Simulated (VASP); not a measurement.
A run of VASP 6.6.1 is set up as follows.

The input INCAR:

```
PREC = Accurate
ENCUT = 520
EDIFF = 1E-6
ISMEAR = 0
SIGMA = 0.1
LREAL = F
LASPH = T
NELM = 60
ALGO = Normal
ISIF = 2
LWAVE = F
LCHARG = F
GGA = PE
NBANDS = 26
```

KPOINTS

```
Automatic mesh
0
Gamma
  4 4 2
```

POSCAR

```
MgO
1.0
   -1.6583534281      2.8727508185      0.0002613272
   -0.0000722778      0.0005240959      5.1166035504
    4.9710372148      2.8704569219      0.0002096648
Mg O
4 4
Direct
    0.5000221950      0.0061709656      0.1667114781
    0.9999805839      0.0061775807      0.6667106850
    0.9999941987      0.5061701623      0.3332822208
    0.4999554810      0.5061746877      0.8332815070
    0.5000533763      0.3984280705      0.1667512398
    1.0000144818      0.3984271620      0.6667524074
    1.0000073085      0.8984282230      0.3332569699
    0.4999723750      0.8984231082      0.8332534921
```

Potentials or basis: VASP PAW PBE potentials, release 64 (Mg, O).

Launch:

```bash
$ cat potpaw_PBE.64/Mg/POTCAR potpaw_PBE.64/O/POTCAR > POTCAR
$ mpirun -np 1 vasp_std > vasp.out
```

(1) Predict the pressure.

(2) What does it give for the band gap on the k mesh?

Results:

(1) -0.4 GPa.

(2) 3.39 eV.

Caveat: the k points lie up to 0.55 Å⁻¹ apart.
